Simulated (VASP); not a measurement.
Crystal: SiC.

```
CELL_PARAMETERS angstrom
3.09194 0.00000 0.00000
-1.54597 2.67770 0.00000
0.00000 0.00000 5.07429
ATOMIC_POSITIONS crystal
Si 0.33333 0.66667 0.49958
Si 0.66667 0.33333 0.99958
C 0.33333 0.66667 0.87542
C 0.66667 0.33333 0.37542
```

- Program: VASP 6.6.1
- Task: relaxation of cell and atoms
- Functional: r2SCAN
- Potentials or basis: VASP PAW PBE potentials, release 64 (Si, C)
- Cutoff: 600 eV
- k mesh: 12 × 12 × 4
- Occupations: fermi-dirac, width 0.02 eV
- Spin: no spin polarisation

At the start: pressure -3.9 GPa; volume 10.50 Å³/atom.

Q: How do energy, volume and symmetry change on relaxing?

A: Over 6 steps the energy falls by 2.2 meV/atom and the volume is 10.32 Å³/atom (-1.7 %); space group P6_3mc (No. 186, to 0.1 Å) before and after.

Step by step:
```tsv
step	energy change (eV)	largest force (eV/Å)	pressure (GPa)	volume (Å³)
1	0.0000	0.0023	-3.85	42.01
2	0.0021	0.0146	4.55	40.50
3	-0.0089	0.0051	-0.02	41.28
4	-0.0089	0.0053	0.07	41.27
5	-0.0089	0.0057	-0.06	41.29
6	-0.0089	0.0002	0.00	41.28
```

Final structure:
```
CELL_PARAMETERS angstrom
3.07371 0.00000 0.00000
-1.53685 2.66191 0.00000
0.00000 0.00000 5.04542
ATOMIC_POSITIONS crystal
Si 0.33333 0.66667 0.49959
Si 0.66667 0.33333 0.99959
C 0.33333 0.66667 0.87541
C 0.66667 0.33333 0.37541
```

Caveat: the PAW data sets were made with another functional, which shifts forces and pressure a little.
